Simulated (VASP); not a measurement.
Runs of VASP 6.6.1 on GaN (vib). The structure is that of space group Fm-3m (No. 225), or close to it. The cells are those of the table. 

| task | cell | k mesh | smearing | gap on the mesh (eV) | pressure (GPa) | relaxed volume (Å³/atom) |
| --- | --- | --- | --- | --- | --- | --- |
| single point | a = 2.956 Å, angles 60.0°, 2 atoms | 12 × 12 × 12 | gaussian 0.01 eV | (b) | 1.3 | - |
| single point | a = 2.958 Å, angles 60.0°, 2 atoms | 8 × 8 × 8 | gaussian 0.1 eV | 0.63 | 0.9 | - |
| relaxation of cell and atoms | relaxed from a = 2.956 Å, angles 60.0°, 2 atoms | 12 × 12 × 12 | gaussian 0.01 eV | (a) | 0.0 | 9.19 |
| relaxation of cell and atoms | relaxed from a = 3.020 Å, angles 60.0°, 2 atoms | 8 × 8 × 8 | gaussian 0.1 eV | 0.60 | -0.2 | 9.19 |
| single point | a = 2.956 Å, angles 60.0°, 2 atoms | 10 × 10 × 10 | gaussian 0.02 eV | 0.65 | 1.3 | - |

Alike in all rows: level LDA; potentials or basis VASP PAW LDA potentials, release 64 (Ga_d, N); no spin polarisation; cutoff (eV) 600.

Q: Fill in the values left out.

A: (a) 0.58; (b) 0.62.

A k mesh can miss the band edges, and the runs leave out spin-orbit coupling on Ga.
